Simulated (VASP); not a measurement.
# CuRh5Au2 (P1) in VASP: further runs

Runs on CuRh5Au2. Level: PBE. Tasks: single point.

All numbers are computed with VASP 6.6.1; they aren't measurements. Logs are shortened: lines on timing, memory, paths and dates and some standing lists are left out, and cuts for length are marked.

## Step 1: The cell of the first run

The typed cell holds 16 atoms: a = 6.751 Å, b = 6.752 Å, c = 6.745 Å, α = 109.82°, β = 108.84°, γ = 109.80°.

## Step 2: Single point, PBE

Input file INCAR:

```
SYSTEM = CuRh5Au2
ALGO = Fast
EDIFF = 1E-6
ENCUT = 520
GGA = PE
ISIF = 2
ISMEAR = 0
ISYM = 0
LASPH = .True.
LCHARG = .False.
LREAL = Auto
LWAVE = .False.
NBANDS = 122
NELM = 100
PREC = Accurate
SIGMA = 0.1
```

Input file KPOINTS:

```
k-points
0
Gamma
  3 3 3
  0 0 0
```

Input file POSCAR:

```
CuRh5Au2
1.0
   -3.8824959096      3.8819938263     -3.9291266870
    3.8826511728      3.8826630805      3.9296406781
    3.8767668624     -3.8825078174     -3.9239116308
Cu Rh Au
2 10 4
Direct
    0.2534763024      0.0019765474      0.7501947008
    0.7450149086      0.4970019661      0.7476927643
    0.4891700700      0.9970019866      0.4981164729
    0.2513913001      0.2476799184      0.4894057144
    0.4967114883      0.7550607979      0.7452705048
    0.7456020484      0.9975114203      0.2454407125
    0.5020802196      0.2498750054      0.2560861828
    0.7310770325      0.7441148768      0.4847356208
    0.2526041604      0.5073534378      0.2587929879
    1.0071122756      0.7555270402      0.2562914777
    0.7469805721      0.2449345379      1.0034250483
    0.2669457374      0.7617833443      0.0181110302
   -0.0057514317      0.2507289878      0.7477882504
    1.0001740779      0.5144787704      0.5101932388
   -0.0029334733     -0.0131850611      0.9885719289
    0.5028302019      0.4924661019     -0.0109908597
```

Potentials or basis: VASP PAW PBE potentials, release 64 (Cu, Rh_pv, Au).

Command:

```bash
cat potpaw_PBE.64/Cu/POTCAR potpaw_PBE.64/Rh_pv/POTCAR potpaw_PBE.64/Au/POTCAR > POTCAR
mpirun -np 1 vasp_std > vasp.out
```

OUTCAR:

```text
SYSTEM = CuRh5Au2
   EDIFF = 1E-6
   ENCUT = 520
   GGA = PE
   ISIF = 2
   ISMEAR = 0
   ISYM = 0
   LASPH = .True.
   LREAL = Auto
   NELM = 100
   PREC = Accurate

 ion  position               nearest neighbor table
   1  0.253  0.002  0.750-  14 2.68   3 2.68  16 2.69   5 2.71  15 2.72  10 2.72  11 2.73   7 2.79
                             4 2.80  13 2.81  12 2.81   8 2.89
   2  0.745  0.497  0.748-  16 2.65  15 2.69  14 2.71   7 2.71   4 2.73  13 2.74   3 2.74   5 2.80
                            11 2.80  10 2.81   8 2.82  12 2.88
   3  0.489  0.997  0.498-  12 2.65  10 2.66   1 2.68   9 2.69   4 2.70   5 2.70   7 2.73   8 2.73
                             2 2.74  11 2.79  13 2.79   6 2.79
   4  0.251  0.248  0.489-   7 2.66   3 2.70  10 2.70   9 2.71   2 2.73  16 2.76  15 2.76   5 2.79
                             6 2.79   1 2.80  13 2.83  14 2.86
   5  0.497  0.755  0.745-   9 2.68  11 2.69   3 2.70   1 2.71   8 2.72  14 2.74   6 2.76  12 2.76
                            15 2.77   4 2.79   2 2.80  16 2.80
   6  0.746  0.998  0.245-  12 2.64  11 2.70   8 2.72   7 2.74   5 2.76  13 2.77  16 2.77  10 2.78
                            15 2.79   4 2.79   3 2.79  14 2.84
   7  0.502  0.250  0.256-   4 2.66  12 2.68   2 2.71   8 2.72  11 2.73   3 2.73   6 2.74  14 2.75
                            15 2.79   1 2.79   9 2.80  16 2.82
   8  0.731  0.744  0.485-   9 2.64   7 2.72   5 2.72   6 2.72   3 2.73  16 2.74  14 2.76  10 2.77
                            13 2.78  15 2.78   2 2.82   1 2.89
   9  0.253  0.507  0.259-   8 2.64   5 2.68   3 2.69   4 2.71  10 2.73  12 2.73  14 2.77  11 2.79
                             7 2.80  13 2.82  16 2.86  15 2.86
  10  0.007  0.756  0.256-   3 2.66   4 2.70   1 2.72   9 2.73  14 2.73  12 2.73  15 2.76   8 2.77
                             6 2.78  16 2.79  11 2.80   2 2.81
  11  0.747  0.245  0.003-   5 2.69   6 2.70  16 2.72   1 2.73   7 2.73  13 2.76   3 2.79   9 2.79
                            14 2.80  10 2.80   2 2.80  15 2.81
  12  0.267  0.762  0.018-   6 2.64   3 2.65   7 2.68  10 2.73   9 2.73  15 2.74   5 2.76  16 2.79
                            14 2.81  13 2.81   1 2.81   2 2.88
  13  0.994  0.251  0.748-   2 2.74  11 2.76  14 2.77   6 2.77   8 2.78   3 2.79  15 2.79   1 2.81
                            12 2.81  16 2.81   9 2.82   4 2.83
  14  0.000  0.514  0.510-   1 2.68   2 2.71  10 2.73   5 2.74   7 2.75   8 2.76   9 2.77  13 2.77
                            11 2.80  12 2.81   6 2.84   4 2.86
  15  0.997  0.987  0.989-   2 2.69   1 2.72  12 2.74  10 2.76   4 2.76   5 2.77   8 2.78  13 2.79
                             7 2.79   6 2.79  11 2.81   9 2.86
  16  0.503  0.492  0.989-   2 2.65   1 2.69  11 2.72   8 2.74   4 2.76   6 2.77  10 2.79  12 2.79
                             5 2.80  13 2.81   7 2.82   9 2.86

IMPORTANT INFORMATION: All symmetrisations will be switched off!
NOSYMM: (Re-)initialisation of all symmetry stuff for point group C_1.

----------------------------------------------------------------------------------------

                                     Primitive cell

  volume of cell :     236.5696

  direct lattice vectors                    reciprocal lattice vectors
    -3.882495910  3.881993826 -3.929126687     0.000091448  0.128797119 -0.127347745
[... 125 lines left out ...]
  Fermi-wavevector in a.u.,A,eV,Ry     =   1.588205  3.001271 34.319251  2.522394
  Thomas-Fermi vector in A             =   2.687244
   LORBIT       =      0    0 simple, 1 ext, 2 COOP (PROOUT), +10 PAW based schemes
   GGA     = PE    functional components
   LHFCALC =     F    Hartree Fock is set to
   AEXX    =    0.0000 exact exchange contribution
   IVDW    =     0    specifies the selected vdW correction
   LEPSILON=     F    determine dielectric tensor
   LRPA    =     F    only Hartree local field effects (RPA)
 non-spin polarized calculation
 RMM-DIIS sequential band-by-band and
 Gauss-broadening in eV      SIGMA  =   0.10
  energy-cutoff  :      520.00
  volume of cell :      236.57
 maximum number of plane-waves:      6403
 NGX is ok and might be reduce to    50
   NGX = 25   NGY = 25   NGZ = 25

 number of electron     216.0000005 magnetization

 Free energy of the ion-electron system (eV)
  ---------------------------------------------------
  ext. energy  EPLUGINS =         0.00000000
  ---------------------------------------------------
  free energy    TOTEN  =       -91.06365978 eV

  energy without entropy =      -90.94244781  energy(sigma->0) =      -91.00305380

 E-fermi :  10.0601     XC(G=0): -13.3136

 val. band max:       10.0499383384   @ k =  -0.0000   0.3333   0.0000
 cond. band min:      10.0660150157   @ k =  -0.3333  -0.0000   0.3333
 fundamental gap:      0.0160766773
 Fermi energy:        10.0600724597

 k-point     1 :       0.0000    0.0000    0.0000
  band No.  band energies     occupation
      1     -36.5923      2.00000
      2     -36.5675      2.00000
      3     -36.5016      2.00000
      4     -36.4262      2.00000
      5     -36.3826      2.00000
      6     -36.3670      2.00000
[... 1711 lines left out ...]
    119      11.5141      0.00000
    120      11.6210      0.00000
 [bands above 120 left out]

------------------------ aborting loop because EDIFF is reached ----------------------------------------

  FORCE on cell =-STRESS in cart. coord.  units (eV):
  Direction    XX          YY          ZZ          XY          YZ          ZX
  --------------------------------------------------------------------------------------
  -------------------------------------------------------------------------------------
  Total       -0.0906482     -0.0988404     -0.0570673     -0.0058955     -0.0080493     -0.0164283
  in kB       -0.6139185     -0.6694007     -0.3864903     -0.0399276     -0.0545141     -0.1112611
  external PRESSURE =      -0.5566032 kB  Pullay stress =       0.0000000 kB

 VOLUME and BASIS-vectors are now :
 -----------------------------------------------------------------------------
  energy-cutoff  :      520.00
  volume of cell :      236.57
      direct lattice vectors                 reciprocal lattice vectors
    -3.882495910  3.881993826 -3.929126687     0.000091448  0.128797119 -0.127347745
     3.882651173  3.882663080  3.929640678     0.128873143  0.128786121 -0.000102446
     3.876766862 -3.882507817 -3.923911631     0.128969733  0.000005857 -0.127433337

 POSITION                                       TOTAL-FORCE (eV/Angst)
 -----------------------------------------------------------------------------------
      1.93188     -1.92097     -3.93187         0.005488     -0.004505      0.001937
      1.93580      1.91891     -3.90810         0.003127      0.004090     -0.004031
      3.90289      3.83604      0.04128        -0.005502      0.002088     -0.003271
      1.88294      0.03744     -1.93484         0.002125     -0.000614      0.007752
      3.89240      1.96636     -1.90890         0.000354     -0.001778     -0.001943
      1.92971      5.81450      0.02721         0.002156      0.001958     -0.004786
[... 8 lines left out ...]
      3.79281      3.86394     -3.91884         0.003458     -0.002316      0.000490
      3.79400      0.02423     -3.92125         0.003823     -0.000177      0.000744
 -----------------------------------------------------------------------------------
    total drift:                                0.002564      0.001236      0.000144

  FREE ENERGIE OF THE ION-ELECTRON SYSTEM (eV)
  ---------------------------------------------------
  free  energy   TOTEN  =       -91.0636597791 eV

  energy  without entropy=      -90.9424478125  energy(sigma->0) =      -91.00305380
```

stdout:

```text
POSCAR found type information on POSCAR CuRhAu
 POSCAR found :  3 types and      16 ions
 scaLAPACK will be used
 LDA part: xc-table for (Slater+PW92), standard interpolation
 POSCAR, INCAR and KPOINTS ok, starting setup
 FFT: planning ... GRIDC
 FFT: planning ... GRID_SOFT
 FFT: planning ... GRID
 WAVECAR not read
 entering main loop
```

Run time: 14 min. Hardware: 1 thread of AMD EPYC 9R45 (Zen 5), shared host; peak memory 0.49 GiB.

What came out:

| Quantity | Value |
| --- | --- |
| Free energy | -91.0637 eV |
| Pressure | -0.1 GPa |
| Largest force | 0.008 eV/Å |
| Band gap on the k mesh | zero (band 108 reaches 10.33 eV, above the bottom of band 109 at 9.99 eV) |

Forces in eV/Å, atoms in the order of the input:
```
Cu   0.005 -0.005  0.002
Cu   0.003  0.004 -0.004
Rh  -0.006  0.002 -0.003
Rh   0.002 -0.001  0.008
Rh   0.000 -0.002 -0.002
Rh   0.002  0.002 -0.005
Rh   0.000  0.003  0.003
Rh  -0.001  0.001  0.003
Rh  -0.005 -0.003  0.004
Rh  -0.001 -0.001  0.000
Rh   0.002  0.001 -0.008
Rh  -0.003  0.001  0.000
Au  -0.001 -0.002  0.002
Au  -0.005  0.000  0.000
Au   0.003 -0.002  0.000
Au   0.004  0.000  0.001
```

Levels at points of the mesh, in eV from the Fermi level:
| k point | band 105 | band 106 | band 107 | band 108 | band 109 | band 110 | band 111 | band 112 |
| --- | --- | --- | --- | --- | --- | --- | --- | --- |
| (0.00, 0.00, 0.00) | -0.14 | 0.19 | 0.20 | 0.27 | 0.44 | 0.55 | 1.00 | 1.09 |

Caveat: the k points lie up to 0.38 Å⁻¹ apart; spin-orbit coupling is left out, which moves the levels of the heavy elements.

## Step 3: Single point, PBE

Changes to INCAR since step 2:

```diff
@@ -13,3 +13,3 @@
 NBANDS = 122
-NELM = 100
+NELM = 80
 PREC = Accurate
```

KPOINTS is that of step 2.

Input file POSCAR:

```
CuRh5Au2
1.0
   -3.8764296929      3.9028782365     -3.9151294700
    3.8734075927      3.8910721254      3.9063454591
    3.8850913394     -3.8940942256     -3.9150071057
Cu Rh Au
2 10 4
Direct
    0.0001430970      0.5014428887      0.5041956755
    0.2439148632      0.7481707244      0.9957707386
    0.2347598293     -0.0039685109      0.7453030277
   -0.0003084870      0.2484367211      0.7466834386
    0.7622092241      0.5066466304      0.7480479842
    0.2389669142      0.2424829016      0.4894834644
    0.7645988400      0.0096869996      0.2628436077
    0.4976026466      0.2532318898      0.2555951550
    0.7612413095      0.7486986647      0.5056085239
    1.0130151443     -0.0016298030      0.0038600635
    0.2446870180      0.4908168755      0.2461435791
    0.0023425358      0.7560198034      0.2502553763
    0.4957916985     -0.0049477424      0.4888807497
    0.4916877533      0.7468165267      0.7485806823
    0.7559079050      0.2560310920      0.0112624325
    0.4965191208      0.5040162187      0.0022924603
```

Potentials or basis: VASP PAW PBE potentials, release 64 (Cu, Rh_pv, Au).

Command:

```bash
cat potpaw_PBE.64/Cu/POTCAR potpaw_PBE.64/Rh_pv/POTCAR potpaw_PBE.64/Au/POTCAR > POTCAR
mpirun -np 1 vasp_std > vasp.out
```

OUTCAR:

```text
SYSTEM = CuRh5Au2
   EDIFF = 1E-6
   ENCUT = 520
   GGA = PE
   ISIF = 2
   ISMEAR = 0
   ISYM = 0
   LASPH = .True.
   LREAL = Auto
   NELM = 80
   PREC = Accurate

 ion  position               nearest neighbor table
   1  0.000  0.501  0.504-   5 2.65   9 2.68   7 2.70   2 2.71  14 2.72   3 2.72  15 2.72   4 2.73
                             6 2.74  11 2.77   8 2.78  12 2.81
   2  0.244  0.748  0.996-  10 2.65   5 2.66   1 2.71  13 2.72  14 2.72  12 2.73  16 2.74   4 2.75
                             3 2.75   8 2.78  11 2.80   7 2.88
   3  0.235  0.996  0.745-   9 2.62  10 2.65   4 2.68   1 2.72  12 2.73   2 2.75   6 2.77  14 2.79
                            16 2.79   8 2.82  13 2.85  15 2.88
   4  1.000  0.248  0.747-   7 2.67   3 2.68   5 2.73   6 2.73   1 2.73   2 2.75   9 2.75  16 2.75
                            11 2.76  13 2.79  15 2.80  10 2.80
   5  0.762  0.507  0.748-   1 2.65   2 2.66   9 2.67  10 2.70   8 2.72   4 2.73  12 2.77  13 2.81
                            14 2.81  15 2.84  16 2.86   6 2.89
   6  0.239  0.242  0.489-   7 2.62  12 2.67  10 2.68   8 2.71  11 2.71   4 2.73   1 2.74   3 2.77
                            14 2.77  13 2.78  16 2.83   5 2.89
   7  0.765  0.010  0.263-   6 2.62   4 2.67   1 2.70  12 2.71  13 2.73  15 2.75   9 2.78  16 2.78
                            10 2.79   8 2.81  14 2.84   2 2.88
[... 1909 lines left out ...]
    119      11.6142      0.00000
    120      11.7230      0.00000
 [bands above 120 left out]

------------------------ aborting loop because EDIFF is reached ----------------------------------------

  FORCE on cell =-STRESS in cart. coord.  units (eV):
  Direction    XX          YY          ZZ          XY          YZ          ZX
  --------------------------------------------------------------------------------------
  -------------------------------------------------------------------------------------
  Total       -0.0984197     -0.0791264     -0.0977859     -0.0026495      0.0014180     -0.0083129
  in kB       -0.6660691     -0.5354990     -0.6617792     -0.0179309      0.0095967     -0.0562586
  external PRESSURE =      -0.6211157 kB  Pullay stress =       0.0000000 kB

 VOLUME and BASIS-vectors are now :
 -----------------------------------------------------------------------------
  energy-cutoff  :      520.00
  volume of cell :      236.74
      direct lattice vectors                 reciprocal lattice vectors
    -3.876429693  3.902878236 -3.915129470    -0.000092497  0.128160832 -0.127568022
     3.873407593  3.891072125  3.906345459     0.128941229  0.128354961  0.000286625
     3.885091339 -3.894094226 -3.915007106     0.128748456 -0.000093852 -0.127569378

 POSITION                                       TOTAL-FORCE (eV/Angst)
 -----------------------------------------------------------------------------------
      3.90058     -0.01168     -0.01568        -0.003908      0.003868     -0.000432
      5.82111     -0.01447     -1.93079         0.000364      0.005411     -0.007403
      5.84358      1.88959      0.05386         0.003565      0.009545      0.003517
     -0.01200      1.96070     -5.86671        -0.002128     -0.006233     -0.000558
      1.91403      2.03324     -3.93362         0.006496     -0.011061      0.004341
      1.91458     -0.02992     -1.90470        -0.001605      0.002340     -0.007786
[... 8 lines left out ...]
     -1.89476      3.90259     -2.00342        -0.002716     -0.001534      0.000556
      0.03645      3.89009      0.01595        -0.004200      0.002138     -0.001554
 -----------------------------------------------------------------------------------
    total drift:                               -0.001157      0.000120     -0.004851

  FREE ENERGIE OF THE ION-ELECTRON SYSTEM (eV)
  ---------------------------------------------------
  free  energy   TOTEN  =       -91.0161895539 eV

  energy  without entropy=      -90.9000390726  energy(sigma->0) =      -90.95811431
```

OSZICAR:

```text
N       E                     dE             d eps       ncg     rms          rms(c)
DAV:   1     0.318327968917E+04    0.31833E+04   -0.11737E+05  3504   0.218E+03
DAV:   2     0.231425695178E+03   -0.29519E+04   -0.28780E+04  3512   0.667E+02
DAV:   3    -0.679004297907E+02   -0.29933E+03   -0.26713E+03  3544   0.195E+02
DAV:   4    -0.999538554293E+02   -0.32053E+02   -0.28383E+02  5454   0.610E+01
[... 22 lines left out ...]
RMM:  27    -0.910163050815E+02    0.13260E-03   -0.18790E-04  4561   0.352E-02    0.899E-02
RMM:  28    -0.910162324154E+02    0.72666E-04   -0.76977E-05  4252   0.285E-02    0.565E-02
RMM:  29    -0.910162014361E+02    0.30979E-04   -0.62461E-05  4387   0.219E-02    0.302E-02
RMM:  30    -0.910161899796E+02    0.11457E-04   -0.33269E-05  4229   0.175E-02    0.954E-03
RMM:  31    -0.910161895539E+02    0.42564E-06   -0.84211E-06  3157   0.761E-03
   1 F= -.91016190E+02 E0= -.90958114E+02  d E =-.116150E+00
```

Run time: 12 min. Hardware: 1 thread of AMD EPYC 9R45 (Zen 5), shared host; peak memory 0.48 GiB.

What came out:

```yaml
Free_energy: -91.0162 eV
Pressure: -0.1 GPa
Largest_force: 0.014 eV/Å
Band_gap_on_the_k_mesh: zero (band 108 reaches 10.36 eV, above the bottom of band 109 at 9.95 eV)
```

Forces on the atoms (eV/Å):
```
Cu  -0.004  0.004  0.000
Cu   0.000  0.005 -0.007
Rh   0.004  0.010  0.004
Rh  -0.002 -0.006 -0.001
Rh   0.006 -0.011  0.004
Rh  -0.002  0.002 -0.008
Rh  -0.004 -0.004  0.000
Rh   0.001  0.001  0.000
Rh   0.001 -0.001  0.008
Rh   0.004 -0.004  0.007
Rh  -0.002  0.003 -0.001
Rh   0.003 -0.003  0.001
Au   0.001 -0.001 -0.003
Au  -0.001  0.005 -0.003
Au  -0.003 -0.002  0.001
Au  -0.004  0.002 -0.002
```

Levels at points of the mesh, in eV from the Fermi level:
```
           k point  band 105  band 106  band 107  band 108  band 109  band 110  band 111  band 112
(0.00, 0.00, 0.00)      0.09      0.13      0.24      0.30      0.38      0.60      0.94      1.24
```

Caveat: the k points lie up to 0.38 Å⁻¹ apart; spin-orbit coupling is left out, which moves the levels of the heavy elements.
